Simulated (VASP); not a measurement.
# AlNi (AlNi (110), 3 layers) in VASP: a series of runs, part 2 of 2

VASP 6.6.1. The steps go on from the part before.

**3. Single point, PBE**

File INCAR:

```
SYSTEM = AlNi
PREC     = Accurate       ! precision mode
ENCUT    = 520            ! plane-wave cutoff, eV
EDIFF    = 1E-6           ! SCF threshold, eV
ISMEAR   = -1             ! smearing method
SIGMA    = 0.1            ! smearing width, eV
LREAL    = .False.        ! projectors in reciprocal space
LASPH    = .True.         ! aspherical terms in the spheres
NELM     = 80             ! most SCF steps
ALGO     = Normal         ! electronic algorithm
ISIF     = 2              ! what is computed and relaxed
LWAVE    = .False.        ! write WAVECAR
LCHARG   = .True.         ! write CHGCAR
LDIPOL   = .True.       
IDIPOL   = 3            
DIPOL    = 0.5 0.5 0.500
GGA      = PE             ! functional
LELF     = .True.         ! ELF
LVHAR    = .True.       
LVACPOTAV= .True.       
NBANDS   = 28             ! bands
```

File KPOINTS:

```
regular mesh
0
Gamma
  13 9 1
  0 0 0
```

File POSCAR:

```
AlNi
1.0
    2.8935740684      0.0000000000      0.0000000000
    0.0000000000      4.0921316912      0.0000000000
    0.0000000000      0.0000000000     20.0921000000
Ni Al
3 3
Direct
    0.7500000000      0.2500000000      0.4036566678
    0.7500000000      0.7500000000      0.5000000019
    0.7500000000      0.2500000000      0.5963433315
    0.2500000000      0.7500000000      0.3942061344
    0.2500000000      0.2500000000      0.4999999987
    0.2500000000      0.7500000000      0.6057938657
```

Potentials or basis: VASP PAW PBE potentials, release 64 (Ni, Al).

On the command line:

```console
$ cat potpaw_PBE.64/Ni/POTCAR potpaw_PBE.64/Al/POTCAR > POTCAR
$ mpirun -np 1 vasp_std > vasp.out
```

OUTCAR:

```text
SYSTEM = AlNi
   PREC = Accurate
   ENCUT = 520
   EDIFF = 1E-6
   ISMEAR = -1
   LREAL = .False.
   LASPH = .True.
   NELM = 80
   ISIF = 2
   GGA = PE

 ion  position               nearest neighbor table
   1  0.750  0.250  0.404-   5 2.42   5 2.42   4 2.51   4 2.51   4 2.51   4 2.51   2 2.82   2 2.82

   2  0.750  0.750  0.500-   5 2.51   5 2.51   5 2.51   5 2.51   6 2.57   6 2.57   4 2.57   4 2.57
                             3 2.82   3 2.82   1 2.82   1 2.82
   3  0.750  0.250  0.596-   5 2.42   5 2.42   6 2.51   6 2.51   6 2.51   6 2.51   2 2.82   2 2.82

   4  0.250  0.750  0.394-   1 2.51   1 2.51   1 2.51   1 2.51   2 2.57   2 2.57   5 2.95   5 2.95

   5  0.250  0.250  0.500-   1 2.42   1 2.42   3 2.42   3 2.42   2 2.51   2 2.51   2 2.51   2 2.51
                             4 2.95   4 2.95   6 2.95   6 2.95
   6  0.250  0.750  0.606-   3 2.51   3 2.51   3 2.51   3 2.51   2 2.57   2 2.57   5 2.95   5 2.95

  LATTYP: Found a simple orthorhombic cell.
 ALAT       =     2.8935740684
 B/A-ratio  =     1.4142135624
 C/A-ratio  =     6.9436964546

  Lattice vectors:

 A1 = (   2.8935740684,   0.0000000000,   0.0000000000)
 A2 = (   0.0000000000,   4.0921316912,   0.0000000000)
 A3 = (   0.0000000000,   0.0000000000,  20.0921000000)

Analysis of symmetry for initial positions (statically):
=====================================================================
 Subroutine PRICEL returns:
 Original cell was already a primitive cell.

 Routine SETGRP: Setting up the symmetry group for a
 simple orthorhombic supercell.

 Subroutine GETGRP returns: Found  8 space group operations
 (whereof  2 operations were pure point group operations)
 out of a pool of  8 trial point group operations.

The static configuration has the point symmetry C_1h.
 The point group associated with its full space group is D_2h.

Analysis of symmetry for dynamics (positions and initial velocities):
=====================================================================
 Subroutine PRICEL returns:
 Original cell was already a primitive cell.

 Routine SETGRP: Setting up the symmetry group for a
 simple orthorhombic supercell.

 Subroutine GETGRP returns: Found  8 space group operations
 (whereof  2 operations were pure point group operations)
 out of a pool of  8 trial point group operations.

The dynamic configuration has the point symmetry C_1h.
 The point group associated with its full space group is D_2h.

 Subroutine INISYM returns: Found  8 space group operations
 (whereof  2 operations are pure point group operations),
 and found     1 'primitive' translations

----------------------------------------------------------------------------------------

                                     Primitive cell

  volume of cell :     237.9083

  direct lattice vectors                    reciprocal lattice vectors
     2.893574068  0.000000000  0.000000000     0.345593365  0.000000000  0.000000000
     0.000000000  4.092131691  0.000000000     0.000000000  0.244371412  0.000000000
     0.000000000  0.000000000 20.092100000     0.000000000  0.000000000  0.049770805

  length of vectors
     2.893574068  4.092131691 20.092100000     0.345593365  0.244371412  0.049770805

  position of ions in fractional coordinates (direct lattice)
     0.750000000  0.250000000  0.403656668
     0.750000000  0.750000000  0.500000002
     0.750000000  0.250000000  0.596343332
[... 65 lines left out ...]
 [... further k-points ...]
   k-points           NKPTS =     35   k-points in BZ     NKDIM =     35   number of bands    NBANDS=     28
   number of dos      NEDOS =    301   number of ions     NIONS =      6
   total plane-waves  NPLWV = 108000
   dimension x,y,z NGX =    24 NGY =   30 NGZ =  150
   dimension x,y,z NGXF=    48 NGYF=   60 NGZF=  300
   ions per type =               3   3
   NGX,Y,Z   is equivalent  to a cutoff of  13.79, 12.19, 12.41 a.u.
   NGXF,Y,Z  is equivalent  to a cutoff of  27.58, 24.38, 24.82 a.u.
 SYSTEM =  AlNi
   PREC   = accura    normal or accurate (medium, high low for compatibility)
   ISTART =      0    job   : 0-new  1-cont  2-samecut
   ICHARG =      2    charge: 1-file 2-atom 10-const
   ISPIN  =      1    spin polarized calculation?
   LNONCOLLINEAR =      F non collinear calculations
   LSORBIT =      F    spin-orbit coupling
   LASPH  =      T    aspherical Exc in radial PAW
   ENCUT  =  520.0 eV  38.22 Ry    6.18 a.u.   5.38  7.61 37.36*2*pi/ulx,y,z
   NELM   =     80;   NELMIN=  2; NELMDL= -5     # of ELM steps
   EDIFF  = 0.1E-05   stopping-criterion for ELM
   LREAL  =      F    real-space projection
   EDIFFG = 0.1E-04   stopping-criterion for IOM
   NSW    =      0    number of steps for IOM
   IBRION =     -1    ionic relax: 0-MD 1-quasi-New 2-CG
   NFREE  =      0    steps in history (QN), initial steepest desc. (CG)
   ISIF   =      2    stress and relaxation
   ISYM   =      2    0-nonsym 1-usesym 2-fastsym
   POTIM  = 0.5000    time-step for ionic-motion
   TEBEG  =    0.0;   TEEND  =   0.0 temperature during run
   PSTRESS=    0.0 pullay stress
   NELECT =      39.0000    total number of electrons
   NUPDOWN=      -1.0000    fix difference up-down
   EMIN   =  10.00;   EMAX   =-10.00  energy-range for DOS
   EFERMI =   0.00;   METHOD = LEGACY
   ISMEAR =    -1;   SIGMA  =   0.10  broadening in eV -4-tet -1-fermi 0-gaus
   EFERMI_NEDOS =   21; number of points for ismear=-14 and -15
   IALGO  =     38    algorithm
   IMIX   =      4    mixing-type and parameters
     AMIX     =   0.40;   BMIX     =  1.00
     AMIX_MAG =   1.60;   BMIX_MAG =  1.00
  volume/ion in A,a.u.               =      39.65       267.58
  Fermi-wavevector in a.u.,A,eV,Ry     =   0.895969  1.693137 10.922229  0.802761
  Thomas-Fermi vector in A             =   2.018369
   LORBIT       =      0    0 simple, 1 ext, 2 COOP (PROOUT), +10 PAW based schemes
   GGA     = PE    functional components
   LHFCALC =     F    Hartree Fock is set to
   AEXX    =    0.0000 exact exchange contribution
   IVDW    =     0    specifies the selected vdW correction
   LEPSILON=     F    determine dielectric tensor
   LRPA    =     F    only Hartree local field effects (RPA)
 non-spin polarized calculation
  energy-cutoff  :      520.00
  volume of cell :      237.91
 maximum number of plane-waves:      6457
 NGX is ok and might be reduce to    24
   NGX = 11   NGY = 15   NGZ = 75

 dipolmoment           0.000000      0.000000      0.000000 electrons x Angstroem

 number of electron      39.0000014 magnetization

 dipolmoment           0.000000      0.000000     -0.000000 electrons x Angstroem

 Free energy of the ion-electron system (eV)
  ---------------------------------------------------
  ext. energy  EPLUGINS =         0.00000000
  ---------------------------------------------------
  free energy    TOTEN  =       -29.34365775 eV

  energy without entropy =      -29.24040309  energy(sigma->0) =      -29.29203042

 E-fermi :  -0.2320     XC(G=0):  -4.6715

 val. band max:       -0.2369980634   @ k =   0.0000   0.2222   0.0000
 cond. band min:      -0.2317012740   @ k =   0.3846   0.0000   0.0000
 fundamental gap:      0.0052967893
 Fermi energy:        -0.2319567848

 k-point     1 :       0.0000    0.0000    0.0000
  band No.  band energies     occupation
      1     -10.3344      2.00000
      2      -8.2264      2.00000
      3      -5.8352      2.00000
      4      -3.5624      2.00000
      5      -3.1900      2.00000
      6      -3.0722      2.00000
[... 733 lines left out ...]
     27       5.8854      0.00000
     28       6.0254      0.00000

 [... further k-points ...]

------------------------ aborting loop because EDIFF is reached ----------------------------------------

  FORCE on cell =-STRESS in cart. coord.  units (eV):
  Direction    XX          YY          ZZ          XY          YZ          ZX
  --------------------------------------------------------------------------------------
  -------------------------------------------------------------------------------------
  Total       -4.7070123     -4.2345704      0.0335397     -0.0000000      0.0000000      0.0000000
  in kB      -31.6990594    -28.5174310      0.2258707     -0.0000000      0.0000000      0.0000000
  external PRESSURE =     -19.9968732 kB  Pullay stress =       0.0000000 kB

 VOLUME and BASIS-vectors are now :
 -----------------------------------------------------------------------------
  energy-cutoff  :      520.00
  volume of cell :      237.91
      direct lattice vectors                 reciprocal lattice vectors
     2.893574068  0.000000000  0.000000000     0.345593365  0.000000000  0.000000000
     0.000000000  4.092131691  0.000000000     0.000000000  0.244371412  0.000000000
     0.000000000  0.000000000 20.092100000     0.000000000  0.000000000  0.049770805

 POSITION                                       TOTAL-FORCE (eV/Angst)
 -----------------------------------------------------------------------------------
      2.17018      1.02303      8.11031         0.000000      0.000000     -0.014255
      2.17018      3.06910     10.04605         0.000000     -0.000000      0.000000
      2.17018      1.02303     11.98179         0.000000     -0.000000      0.014255
      0.72339      3.06910      7.92043        -0.000000     -0.000000      0.004786
      0.72339      1.02303     10.04605         0.000000     -0.000000      0.000000
      0.72339      3.06910     12.17167         0.000000     -0.000000     -0.004786
 -----------------------------------------------------------------------------------
    total drift:                                0.000000      0.000000     -0.000007

  FREE ENERGIE OF THE ION-ELECTRON SYSTEM (eV)
  ---------------------------------------------------
  free  energy   TOTEN  =       -29.3436577494 eV

  energy  without entropy=      -29.2404030939  energy(sigma->0) =      -29.29203042

 vacuum level on the upper side and lower side of the slab         4.490         4.490
```

Run time: 2.5 min. Hardware: 1 thread of Intel Xeon 6975P-C (Granite Rapids), shared host; peak memory 0.43 GiB.

What came out:

```
Free energy   : -29.3437 eV
Largest force : 0.014 eV/Å
```

Forces in eV/Å, atoms in the order of the input:
```
Ni   0.000  0.000 -0.014
Ni   0.000  0.000  0.000
Ni   0.000  0.000  0.014
Al   0.000  0.000  0.005
Al   0.000  0.000  0.000
Al   0.000  0.000 -0.005
```

Levels at points of the mesh, in eV from the Fermi level:
| k point | band 17 | band 18 | band 19 | band 20 | band 21 | band 22 | band 23 | band 24 |
| --- | --- | --- | --- | --- | --- | --- | --- | --- |
| (0.00, 0.00, 0.00) | -1.32 | -1.30 | -1.20 | -0.95 | 1.11 | 2.39 | 3.40 | 3.47 |

Spin polarisation is off, so any magnetic state and its effect on volume and gap are missing.

**4. Single point, PBE**

File INCAR:

```
  PREC = Accurate
  ENCUT = 520
  EDIFF = 1E-6
  ISMEAR = -1
  SIGMA = 0.1
  LREAL = False
  LASPH = True
  NELM = 60
  ALGO = Normal
  ISIF = 2
  LWAVE = False
  LCHARG = False
  LDIPOL = True
  IDIPOL = 3
  DIPOL = 0.5 0.5 0.500
  GGA = PE
  NBANDS = 28
```

File KPOINTS:

```
regular mesh
0
Gamma
  13 9 1
```

POSCAR is that of step 3.

On the command line:

```console
$ cat potpaw_PBE.64/Ni/POTCAR potpaw_PBE.64/Al/POTCAR > POTCAR
$ mpirun -np 1 vasp_std > vasp.out
```

Wall time 2.8 min (1 thread of Intel Xeon 6975P-C (Granite Rapids), shared host); peak memory 0.43 GiB.

The run converged. Its results:

```
Free energy   : -29.3437 eV
Largest force : 0.014 eV/Å
```

Forces in eV/Å, atoms in the order of the input:
```
Ni   0.000  0.000 -0.014
Ni   0.000  0.000  0.000
Ni   0.000  0.000  0.014
Al   0.000  0.000  0.005
Al   0.000  0.000  0.000
Al   0.000  0.000 -0.005
```

Levels at points of the mesh, in eV from the Fermi level:
| k point | band 16 | band 17 | band 18 | band 19 | band 20 | band 21 | band 22 | band 23 | band 24 | band 25 |
| --- | --- | --- | --- | --- | --- | --- | --- | --- | --- | --- |
| (0.00, 0.00, 0.00) | -1.35 | -1.32 | -1.30 | -1.20 | -0.95 | 1.11 | 2.39 | 3.40 | 3.47 | 3.86 |
